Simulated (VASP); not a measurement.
# Ru (P6_3/mmc) in VASP: further runs

Ru is run at these levels: PBE, LDA; tasks: single point.

Everything below comes from runs of VASP 6.6.1. Logs are shortened: lines on timing, memory, paths and dates and some standing lists are left out, and cuts for length are marked.

### Step 1. The cell of the first run

Symmetry: P6_3/mmc, No. 194, hexagonal system. Conventional cell: a = 2.708 Å, b = 2.708 Å, c = 4.268 Å, α = 90.00°, β = 90.00°, γ = 120.00°. Ru (site symmetry -6m2) has 12 Ru at 2.65 to 2.71 Å within 3.5 Å.

### Step 2. Single point, PBE

INCAR

```
SYSTEM = Ru
PREC     = Accurate       ! precision mode
ENCUT    = 520            ! plane-wave cutoff, eV
EDIFF    = 1E-6           ! SCF threshold, eV
ISMEAR   = -1             ! smearing method
SIGMA    = 0.1            ! smearing width, eV
LREAL    = .False.        ! projectors in reciprocal space
LASPH    = .True.         ! aspherical terms in the spheres
NELM     = 60             ! most SCF steps
ALGO     = Normal         ! electronic algorithm
ISIF     = 2              ! what is computed and relaxed
LWAVE    = .False.        ! write WAVECAR
LCHARG   = .False.        ! write CHGCAR
GGA      = PE             ! functional
NBANDS   = 21             ! bands
```

KPOINTS

```
regular mesh
0
Gamma
  9 9 5
  0 0 0
```

POSCAR

```
Ru
1.0
    2.7078260000      0.0000000000      0.0000000000
   -1.3539130000      2.3450460000      0.0000000000
    0.0000000000      0.0000000000      4.2681020000
Ru
2
Direct
    0.3333330000      0.6666670000      0.2500000000
    0.6666670000      0.3333330000      0.7500000000
```

Potentials or basis: VASP PAW PBE potentials, release 64 (Ru_pv).

Started as:

```
$ cat potpaw_PBE.64/Ru_pv/POTCAR > POTCAR
$ mpirun -np 1 vasp_std > vasp.out
```

OUTCAR:

```text
SYSTEM = Ru
   PREC = Accurate
   ENCUT = 520
   EDIFF = 1E-6
   ISMEAR = -1
   LREAL = .False.
   LASPH = .True.
   NELM = 60
   ISIF = 2
   GGA = PE

 ion  position               nearest neighbor table
   1  0.333  0.667  0.250-   2 2.65   2 2.65   2 2.65   2 2.65   2 2.65   2 2.65
   2  0.667  0.333  0.750-   1 2.65   1 2.65   1 2.65   1 2.65   1 2.65   1 2.65

  LATTYP: Found a hexagonal cell.
 ALAT       =     2.7078260000
 C/A-ratio  =     1.5762098451

  Lattice vectors:

 A1 = (   2.7078260000,   0.0000000000,   0.0000000000)
 A2 = (  -1.3539130000,   2.3450460000,   0.0000000000)
 A3 = (   0.0000000000,   0.0000000000,   4.2681020000)

Analysis of symmetry for initial positions (statically):
=====================================================================
 Subroutine PRICEL returns:
 Original cell was already a primitive cell.

 Routine SETGRP: Setting up the symmetry group for a
 hexagonal supercell.

 Subroutine GETGRP returns: Found 24 space group operations
 (whereof 12 operations were pure point group operations)
 out of a pool of 24 trial point group operations.

The static configuration has the point symmetry D_3d.
 The point group associated with its full space group is D_6h.

Analysis of symmetry for dynamics (positions and initial velocities):
=====================================================================
 Subroutine PRICEL returns:
 Original cell was already a primitive cell.

 Routine SETGRP: Setting up the symmetry group for a
 hexagonal supercell.

 Subroutine GETGRP returns: Found 24 space group operations
 (whereof 12 operations were pure point group operations)
 out of a pool of 24 trial point group operations.

The dynamic configuration has the point symmetry D_3d.
 The point group associated with its full space group is D_6h.

 Subroutine INISYM returns: Found 24 space group operations
 (whereof 12 operations are pure point group operations),
 and found     1 'primitive' translations

----------------------------------------------------------------------------------------

                                     Primitive cell

  volume of cell :      27.1023

  direct lattice vectors                    reciprocal lattice vectors
     2.707826000  0.000000000  0.000000000     0.369299948  0.213215434  0.000000000
    -1.353913000  2.345046000  0.000000000     0.000000000  0.426430867  0.000000000
     0.000000000  0.000000000  4.268102000     0.000000000  0.000000000  0.234296181

  length of vectors
     2.707826000  2.707825909  4.268102000     0.426430853  0.426430867  0.234296181

  position of ions in fractional coordinates (direct lattice)
     0.333333000  0.666667000  0.250000000
     0.666667000  0.333333000  0.750000000

  ion indices of the primitive-cell ions
   primitive index   ion index
                 1           1
                 2           2

----------------------------------------------------------------------------------------

 KPOINTS: regular mesh

Automatic generation of k-mesh.
 Grid dimensions read from file:
 generate k-points for:    9    9    5

 Generating k-lattice:

  Cartesian coordinates                     Fractional coordinates (reciprocal lattice)
     0.041033328  0.023690604  0.000000000     0.111111111  0.000000000  0.000000000
     0.000000000  0.047381207  0.000000000     0.000000000  0.111111111  0.000000000
     0.000000000  0.000000000  0.046859236     0.000000000  0.000000000  0.200000000

  Length of vectors
     0.047381206  0.047381207  0.046859236

  Shift w.r.t. Gamma in fractional coordinates (k-lattice)
     0.000000000  0.000000000  0.000000000

 Subroutine IBZKPT returns following result:
 ===========================================

 Found     36 irreducible k-points:

 Following reciprocal coordinates:
            Coordinates               Weight
  0.000000  0.000000  0.000000      1.000000
  0.111111  0.000000  0.000000      6.000000
  0.222222 -0.000000  0.000000      6.000000
  0.333333  0.000000  0.000000      6.000000
  0.444444 -0.000000  0.000000      6.000000
  0.111111  0.111111  0.000000      6.000000
[... 16 lines left out ...]
  0.333333  0.222222  0.200000     24.000000
  0.333333  0.333333  0.200000      4.000000
 [... further k-points ...]
   k-points           NKPTS =     36   k-points in BZ     NKDIM =     36   number of bands    NBANDS=     21
   number of dos      NEDOS =    301   number of ions     NIONS =      2
   total plane-waves  NPLWV =  12800
   dimension x,y,z NGX =    20 NGY =   20 NGZ =   32
   dimension x,y,z NGXF=    40 NGYF=   40 NGZF=   64
   ions per type =               2
   NGX,Y,Z   is equivalent  to a cutoff of  12.28, 12.28, 12.46 a.u.
   NGXF,Y,Z  is equivalent  to a cutoff of  24.56, 24.56, 24.93 a.u.
 SYSTEM =  Ru
   PREC   = accura    normal or accurate (medium, high low for compatibility)
   ISTART =      0    job   : 0-new  1-cont  2-samecut
   ICHARG =      2    charge: 1-file 2-atom 10-const
   ISPIN  =      1    spin polarized calculation?
   LNONCOLLINEAR =      F non collinear calculations
   LSORBIT =      F    spin-orbit coupling
   LASPH  =      T    aspherical Exc in radial PAW
   ENCUT  =  520.0 eV  38.22 Ry    6.18 a.u.   5.03  5.03  7.94*2*pi/ulx,y,z
   NELM   =     60;   NELMIN=  2; NELMDL= -5     # of ELM steps
   EDIFF  = 0.1E-05   stopping-criterion for ELM
   LREAL  =      F    real-space projection
   EDIFFG = 0.1E-04   stopping-criterion for IOM
   NSW    =      0    number of steps for IOM
   IBRION =     -1    ionic relax: 0-MD 1-quasi-New 2-CG
   NFREE  =      0    steps in history (QN), initial steepest desc. (CG)
   ISIF   =      2    stress and relaxation
   ISYM   =      2    0-nonsym 1-usesym 2-fastsym
   POTIM  = 0.5000    time-step for ionic-motion
   TEBEG  =    0.0;   TEEND  =   0.0 temperature during run
   PSTRESS=    0.0 pullay stress
   NELECT =      28.0000    total number of electrons
   NUPDOWN=      -1.0000    fix difference up-down
   EMIN   =  10.00;   EMAX   =-10.00  energy-range for DOS
   EFERMI =   0.00;   METHOD = LEGACY
   ISMEAR =    -1;   SIGMA  =   0.10  broadening in eV -4-tet -1-fermi 0-gaus
   EFERMI_NEDOS =   21; number of points for ismear=-14 and -15
   IALGO  =     38    algorithm
   IMIX   =      4    mixing-type and parameters
     AMIX     =   0.40;   BMIX     =  1.00
     AMIX_MAG =   1.60;   BMIX_MAG =  1.00
  volume/ion in A,a.u.               =      13.55        91.45
  Fermi-wavevector in a.u.,A,eV,Ry     =   1.654977  3.127452 37.265646  2.738948
  Thomas-Fermi vector in A             =   2.743152
   LORBIT       =      0    0 simple, 1 ext, 2 COOP (PROOUT), +10 PAW based schemes
   GGA     = PE    functional components
   LHFCALC =     F    Hartree Fock is set to
   AEXX    =    0.0000 exact exchange contribution
   IVDW    =     0    specifies the selected vdW correction
   LEPSILON=     F    determine dielectric tensor
   LRPA    =     F    only Hartree local field effects (RPA)
 non-spin polarized calculation
  energy-cutoff  :      520.00
  volume of cell :       27.10
 maximum number of plane-waves:       744
   NGX = 11   NGY = 11   NGZ = 15

 number of electron      28.0000006 magnetization

 Free energy of the ion-electron system (eV)
  ---------------------------------------------------
  ext. energy  EPLUGINS =         0.00000000
  ---------------------------------------------------
  free energy    TOTEN  =       -18.51178444 eV

  energy without entropy =      -18.46319496  energy(sigma->0) =      -18.48748970

 E-fermi :  12.9518     XC(G=0): -14.1322

 val. band max:       12.9257326825   @ k =   0.4444  -0.0000   0.2000
 cond. band min:      12.9629370769   @ k =   0.1111   0.1111   0.4000
 fundamental gap:      0.0372043944
 Fermi energy:        12.9517927005

 k-point     1 :       0.0000    0.0000    0.0000
  band No.  band energies     occupation
      1     -30.7845      2.00000
      2     -29.8572      2.00000
      3     -29.8572      2.00000
      4     -29.6827      2.00000
      5     -29.6827      2.00000
      6     -29.6247      2.00000
[... 13 lines left out ...]
     20      23.2821      0.00000
     21      23.3355      0.00000

 k-point     2 :       0.1111    0.0000    0.0000
  band No.  band energies     occupation
      1     -30.7426      2.00000
      2     -29.9440      2.00000
      3     -29.8866      2.00000
      4     -29.7730      2.00000
      5     -29.6946      2.00000
      6     -29.6448      2.00000
[... 13 lines left out ...]
     20      23.2821      0.00000
     21      23.3122      0.00000

 k-point     3 :       0.2222   -0.0000    0.0000
  band No.  band energies     occupation
      1     -30.6269      2.00000
      2     -30.1640      2.00000
      3     -29.9940      2.00000
      4     -29.9573      2.00000
      5     -29.7276      2.00000
      6     -29.7050      2.00000
[... 13 lines left out ...]
     20      23.2821      0.00000
     21      23.2920      0.00000

 k-point     4 :       0.3333    0.0000    0.0000
  band No.  band energies     occupation
      1     -30.4675      2.00000
      2     -30.4140      2.00000
      3     -30.2334      2.00000
      4     -30.0337      2.00000
      5     -29.8012      2.00000
      6     -29.7681      2.00000
[... 13 lines left out ...]
     20      23.2813      0.00000
     21      23.2831      0.00000

 k-point     5 :       0.4444   -0.0000    0.0000
  band No.  band energies     occupation
      1     -30.5765      2.00000
      2     -30.3836      2.00000
      3     -30.3245      2.00000
      4     -30.0819      2.00000
      5     -29.9025      2.00000
      6     -29.7957      2.00000
[... 13 lines left out ...]
     20      23.2815      0.00000
     21      23.8007      0.00000
[... 382 lines left out ...]
     20      23.2801      0.00000
     21      23.9527      0.00000

 k-point    22 :       0.2222    0.2222    0.2000
  band No.  band energies     occupation
      1     -30.5129      2.00000
      2     -30.4161      2.00000
      3     -30.1591      2.00000
      4     -30.1257      2.00000
      5     -29.9296      2.00000
      6     -29.8152      2.00000
[... 13 lines left out ...]
     20      23.2815      0.00000
     21      24.5467      0.00000

 k-point    23 :       0.3333    0.2222    0.2000
  band No.  band energies     occupation
      1     -30.5398      2.00000
      2     -30.4390      2.00000
      3     -30.2713      2.00000
      4     -30.0824      2.00000
      5     -30.0121      2.00000
      6     -29.8823      2.00000
[... 13 lines left out ...]
     20      23.2785      0.00000
     21      23.3266      0.00000

 k-point    24 :       0.3333    0.3333    0.2000
  band No.  band energies     occupation
      1     -30.4305      2.00000
      2     -30.4159      2.00000
      3     -30.4159      2.00000
      4     -30.1293      2.00000
      5     -29.9660      2.00000
      6     -29.9660      2.00000
[... 13 lines left out ...]
     20      23.2819      0.00000
     21      23.2820      0.00000

 [... further k-points ...]
[... 5 lines left out ...]
  --------------------------------------------------------------------------------------
  -------------------------------------------------------------------------------------
  Total        0.7839385      0.7839384      0.9745160     -0.0000000     -0.0000000      0.0000000
  in kB       46.3431598     46.3431556     57.6093059     -0.0000000     -0.0000000      0.0000000
  external PRESSURE =      50.0985404 kB  Pullay stress =       0.0000000 kB

 VOLUME and BASIS-vectors are now :
 -----------------------------------------------------------------------------
  energy-cutoff  :      520.00
  volume of cell :       27.10
      direct lattice vectors                 reciprocal lattice vectors
     2.707826000  0.000000000  0.000000000     0.369299948  0.213215434  0.000000000
    -1.353913000  2.345046000  0.000000000     0.000000000  0.426430867  0.000000000
     0.000000000  0.000000000  4.268102000     0.000000000  0.000000000  0.234296181

 POSITION                                       TOTAL-FORCE (eV/Angst)
 -----------------------------------------------------------------------------------
     -0.00000      1.56336      1.06703        -0.000000      0.000000      0.000000
      1.35391      0.78168      3.20108         0.000000      0.000000      0.000000
 -----------------------------------------------------------------------------------
    total drift:                               -0.000446      0.000242     -0.000044

  FREE ENERGIE OF THE ION-ELECTRON SYSTEM (eV)
  ---------------------------------------------------
  free  energy   TOTEN  =       -18.5117844434 eV

  energy  without entropy=      -18.4631949557  energy(sigma->0) =      -18.48748970
```

Wall time 7 s (1 thread of Intel Xeon 6975P-C (Granite Rapids), shared host); peak memory 0.14 GiB.

What came out:

| Property | Result |
| --- | --- |
| Free energy | -18.5118 eV |
| Pressure | 5.0 GPa |
| Band gap on the k mesh | zero (band 14 reaches 14.33 eV, above the bottom of band 15 at 11.29 eV) |

### Step 3. Single point, LDA

INCAR

```
PREC     = Accurate       # precision mode
ENCUT    = 520            # plane-wave cutoff, eV
EDIFF    = 1E-6           # SCF threshold, eV
ISMEAR   = -1             # smearing method
SIGMA    = 0.1            # smearing width, eV
LREAL    = F              # projectors in reciprocal space
LASPH    = T              # aspherical terms in the spheres
NELM     = 80             # most SCF steps
ALGO     = Normal         # electronic algorithm
ISIF     = 2              # what is computed and relaxed
LWAVE    = F              # write WAVECAR
LCHARG   = F              # write CHGCAR
NBANDS   = 21             # bands
```

KPOINTS

```
regular mesh
0
Gamma
  9 9 5
```

POSCAR is that of step 2.

Potentials or basis: VASP PAW LDA potentials, release 64 (Ru_pv).

Started as:

```
$ cat potpaw_LDA.64/Ru_pv/POTCAR > POTCAR
$ mpirun -np 1 vasp_std > vasp.out
```

Run time: 5.8 s. Hardware: 1 thread of Intel Xeon 6975P-C (Granite Rapids), shared host; peak memory 0.13 GiB.

Results (log left out):

```yaml
Free_energy: -21.4111 eV
Pressure: -10.9 GPa
Band_gap_on_the_k_mesh: zero (band 14 reaches 14.19 eV, above the bottom of band 15 at 11.13 eV)
```

Stress tensor (GPa, compression positive):
```
-11.03   0.00   0.00
  0.00 -11.03   0.00
  0.00   0.00 -10.71
```

Levels at points of the mesh, in eV from the Fermi level:
| k point | band 12 | band 13 | band 14 | band 15 | band 16 | band 17 |
| --- | --- | --- | --- | --- | --- | --- |
| (0.00, 0.00, 0.00) | -2.01 | -2.01 | -1.51 | -1.51 | 1.12 | 1.12 |
